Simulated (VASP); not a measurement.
# LiSi16 (a cell with a defect) in VASP: single point with PBE

Aim: the single point of LiSi16 (a cell with a defect) with PBE.

Program: VASP 6.6.1. These are calculated values, not measurements. Logs are shortened: lines on timing, memory, paths and dates and some standing lists are left out, and cuts for length are marked.

## 1. The cell of the first run

The cell holds a defect, 17 atoms: a = 7.679 Å, b = 7.679 Å, c = 7.679 Å, α = 60.00°, β = 60.00°, γ = 60.00°.

## 2. Single point, PBE, collinear spin

Input file INCAR:

```
ALGO = Normal
EDIFF = 1E-6
ENCUT = 520
GGA = PE
ISIF = 2
ISMEAR = -1
ISPIN = 2
LASPH = True
LCHARG = False
LORBIT = 11
LREAL = Auto
LWAVE = False
MAGMOM = 0 0 0 0 0 0 0 0 0 0 0 0 0 0 0 0 1
NBANDS = 52
NELM = 150
PREC = Accurate
SIGMA = 0.02
```

Input file KPOINTS:

```
k-points
0
Gamma
  2 2 2
```

Input file POSCAR:

```
LiSi16
1.0
    0.0000000000      5.4300000000      5.4300000000
    5.4300000000      0.0000000000      5.4300000000
    5.4300000000      5.4300000000      0.0000000000
Si Li
16 1
Direct
    0.0028356412      0.0023739864     -0.0075379905
    0.1268586071      0.1267237156      0.1239074616
    0.0035530423      0.0032676412      0.5035364457
    0.1262430015      0.1239597891      0.6261515787
   -0.0039952468      0.5012739600      0.0015006815
    0.1268208038      0.6226472590      0.1238822353
    0.0034496470      0.4900041539      0.5034322265
    0.1270817427      0.6230022879      0.6270794547
    0.5014158999     -0.0040018593      0.0014109172
    0.6236234679      0.1264210947      0.1235679937
    0.4925624836      0.0023467554      0.5027901762
    0.6239458252      0.1267140102      0.6268460851
    0.5014000095      0.5012099787      0.0013950973
    0.6249803865      0.6250172648      0.1249823317
    0.5015034880      0.5012723340      0.4960049456
    0.6239208398      0.6226310946      0.6268080911
    0.8777124610      0.8727975339      0.3775427687
```

Potentials or basis: VASP PAW PBE potentials, release 64 (Si, Li_sv).

Started as:

```console
cat potpaw_PBE.64/Si/POTCAR potpaw_PBE.64/Li_sv/POTCAR > POTCAR
mpirun -np 1 vasp_std > vasp.out
```

OUTCAR:

```text
EDIFF = 1E-6
   ENCUT = 520
   GGA = PE
   ISIF = 2
   ISMEAR = -1
   ISPIN = 2
   LASPH = True
   LORBIT = 11
   LREAL = Auto
   NELM = 150
   PREC = Accurate

 ion  position               nearest neighbor table
   1  0.003  0.002  0.992-   4 2.30  10 2.38   6 2.38   2 2.38  17 2.41
   2  0.127  0.127  0.124-   5 2.35   9 2.35   3 2.38   1 2.38  17 2.73
   3  0.004  0.003  0.504-   4 2.29  12 2.38   2 2.38   8 2.38  17 2.40
   4  0.126  0.124  0.626-   3 2.29   7 2.30   1 2.30  11 2.30
   5  0.996  0.501  0.002-  14 2.33   8 2.35   2 2.35   6 2.35
   6  0.127  0.623  0.124-   5 2.35  13 2.35   7 2.38   1 2.38  17 2.74
   7  0.003  0.490  0.503-   4 2.30  16 2.38   6 2.38   8 2.38  17 2.40
   8  0.127  0.623  0.627-   5 2.35  15 2.35   3 2.38   7 2.38  17 2.71
   9  0.501  0.996  0.001-  14 2.33   2 2.35  12 2.35  10 2.35
  10  0.624  0.126  0.124-   9 2.35  13 2.35   1 2.38  11 2.38  17 2.76
  11  0.493  0.002  0.503-   4 2.30  10 2.38  16 2.38  12 2.38  17 2.41
  12  0.624  0.127  0.627-  15 2.35   9 2.35   3 2.38  11 2.38  17 2.73
  13  0.501  0.501  0.001-  14 2.33   6 2.35  16 2.35  10 2.35
  14  0.625  0.625  0.125-  13 2.33   9 2.33  15 2.33   5 2.33
  15  0.502  0.501  0.496-  14 2.33   8 2.35  12 2.35  16 2.35
  16  0.624  0.623  0.627-  15 2.35  13 2.35   7 2.38  11 2.38  17 2.74
  17  0.878  0.873  0.378-   3 2.40   7 2.40   1 2.41  11 2.41   8 2.71   2 2.73  12 2.73   6 2.74
                            16 2.74  10 2.76

  LATTYP: Found a face centered cubic cell.
 ALAT       =    10.8600000000

  Lattice vectors:

 A1 = (   0.0000000000,   5.4300000000,   5.4300000000)
 A2 = (   5.4300000000,   0.0000000000,   5.4300000000)
 A3 = (   5.4300000000,   5.4300000000,   0.0000000000)

Analysis of symmetry for initial positions (statically):
=====================================================================
 Subroutine PRICEL returns:
 Original cell was already a primitive cell.

 Routine SETGRP: Setting up the symmetry group for a
 face centered cubic supercell.

 Subroutine GETGRP returns: Found  1 space group operations
 (whereof  1 operations were pure point group operations)
 out of a pool of 48 trial point group operations.

The static configuration has the point symmetry C_1 .

Analysis of symmetry for dynamics (positions and initial velocities):
=====================================================================
 Subroutine PRICEL returns:
 Original cell was already a primitive cell.

 Routine SETGRP: Setting up the symmetry group for a
[... 176 lines left out ...]
  ---------------------------------------------------
  ext. energy  EPLUGINS =         0.00000000
  ---------------------------------------------------
  free energy    TOTEN  =       -86.86487453 eV

  energy without entropy =      -86.85552333  energy(sigma->0) =      -86.86019893

 E-fermi :   6.6526     XC(G=0):  -9.5302

 val. band max:        6.6522037816   @ k =   0.0000   0.0000   0.0000
 cond. band min:       6.8554892537   @ k =   0.0000   0.0000   0.0000
 fundamental gap:      0.2032854721
 Fermi energy:         6.6526487127

 spin component 1

 k-point     1 :       0.0000    0.0000    0.0000
  band No.  band energies     occupation
      1     -40.4619      1.00000
      2      -5.9824      1.00000
      3      -3.7664      1.00000
      4      -3.6496      1.00000
      5      -3.6467      1.00000
      6      -3.6464      1.00000
[... 373 lines left out ...]
     44      10.2404      0.00000
     45      10.3352      0.00000
 Fermi energy:         6.6526487127

 spin component 2

 k-point     1 :       0.0000    0.0000    0.0000
  band No.  band energies     occupation
      1     -40.4620      1.00000
      2      -5.9808      1.00000
      3      -3.7651      1.00000
      4      -3.6484      1.00000
      5      -3.6455      1.00000
      6      -3.6453      1.00000
[... 373 lines left out ...]
     44      10.2465      0.00000
     45      10.3379      0.00000
 [bands above 45 left out]

------------------------ aborting loop because EDIFF is reached ----------------------------------------

  FORCE on cell =-STRESS in cart. coord.  units (eV):
  Direction    XX          YY          ZZ          XY          YZ          ZX
  --------------------------------------------------------------------------------------
  -------------------------------------------------------------------------------------
  Total        7.0768968      7.0724990      7.0771991      0.0032001      0.0041091      0.0024230
  in kB       35.4098398     35.3878349     35.4113524      0.0160118      0.0205604      0.0121238
  external PRESSURE =      35.4030090 kB  Pullay stress =       0.0000000 kB

 VOLUME and BASIS-vectors are now :
 -----------------------------------------------------------------------------
  energy-cutoff  :      520.00
  volume of cell :      320.21
      direct lattice vectors                 reciprocal lattice vectors
     0.000000000  5.430000000  5.430000000    -0.092081031  0.092081031  0.092081031
     5.430000000  0.000000000  5.430000000     0.092081031 -0.092081031  0.092081031
     5.430000000  5.430000000  0.000000000     0.092081031  0.092081031 -0.092081031

 POSITION                                       TOTAL-FORCE (eV/Angst)
 -----------------------------------------------------------------------------------
      5.40196      5.40447      0.02829         0.043515      0.059878     -0.040654
      1.36093      1.36166      1.37695        -0.006544     -0.002600     -0.016362
      2.75195      2.75350      0.03704        -0.055526     -0.036345     -0.055111
      4.07310      4.08550      1.35860         0.000372      0.005946      0.000243
      2.73007      5.41645      8.13022        -0.050998      0.063108      0.052020
      4.05366      1.36132      4.06961         0.015006     -0.002156      0.006668
[... 9 lines left out ...]
      6.78445      6.79146      6.76878         0.006912     -0.002641      0.014509
      6.78935      6.81604      9.50527        -0.005115     -0.047006     -0.005752
 -----------------------------------------------------------------------------------
    total drift:                               -0.001744      0.005589      0.000114

  FREE ENERGIE OF THE ION-ELECTRON SYSTEM (eV)
  ---------------------------------------------------
  free  energy   TOTEN  =       -86.8648745295 eV

  energy  without entropy=      -86.8555233309  energy(sigma->0) =      -86.86019893

 total charge

# of ion       s       p       d       tot
------------------------------------------
    1        0.745   0.964   0.000   1.709
    2        0.738   0.947   0.000   1.685
    3        0.745   0.964   0.000   1.709
    4        0.733   0.982   0.000   1.715
    5        0.742   0.955   0.000   1.697
    6        0.738   0.947   0.000   1.685
[... 9 lines left out ...]
   16        0.738   0.947   0.000   1.685
   17        2.027   0.087   0.000   2.115
--------------------------------------------------
tot         13.869  15.398   0.000  29.267

 magnetization (x)

# of ion       s       p       d       tot
------------------------------------------
    1       -0.000   0.000   0.000   0.000
    2        0.000  -0.000   0.000   0.000
    3        0.000   0.000   0.000   0.000
    4       -0.000  -0.000   0.000  -0.000
    5       -0.000   0.000   0.000   0.000
    6        0.000  -0.000   0.000   0.000
[... 9 lines left out ...]
   16        0.000  -0.000   0.000   0.000
   17       -0.000  -0.000   0.000  -0.000
--------------------------------------------------
tot          0.002   0.001   0.000   0.003
```

stdout:

```text
POSCAR found type information on POSCAR SiLi
 POSCAR found :  2 types and      17 ions
 scaLAPACK will be used
 LDA part: xc-table for (Slater+PW92), standard interpolation
 POSCAR, INCAR and KPOINTS ok, starting setup
 FFT: planning ... GRIDC
 FFT: planning ... GRID_SOFT
 FFT: planning ... GRID
 WAVECAR not read
 entering main loop
```

It took 7.5 min on 1 thread of AMD EPYC 7R13 (Zen 3), shared host; peak memory 0.68 GiB.

Results:

```yaml
Free_energy: -86.8649 eV
Largest_force: 0.102 eV/Å
Net_moment: 0.02 μB per cell
Valence_electrons_inside_the_program's_atomic_spheres: Si 1.71, 1.69, 1.72, 1.70 (each value once); Li 2.12
```

Forces in eV/Å, atoms in the order of the input:
```
Si   0.044  0.060 -0.041
Si  -0.007 -0.003 -0.016
Si  -0.056 -0.036 -0.055
Si   0.000  0.006  0.000
Si  -0.051  0.063  0.052
Si   0.015 -0.002  0.007
Si   0.056 -0.034  0.057
Si   0.000 -0.027  0.000
Si   0.062 -0.049  0.063
Si   0.001  0.004  0.000
Si  -0.041  0.060  0.044
Si  -0.016 -0.003 -0.007
Si  -0.063 -0.050 -0.062
Si   0.000 -0.001  0.000
Si   0.052  0.064 -0.051
Si   0.007 -0.003  0.015
Li  -0.005 -0.047 -0.006
```

Caveat: the k points lie up to 0.50 Å⁻¹ apart; the cutoff is under 1.25 times the usual one of these potentials, so pressure, stress and relaxed cells hold a basis-set (Pulay) error.
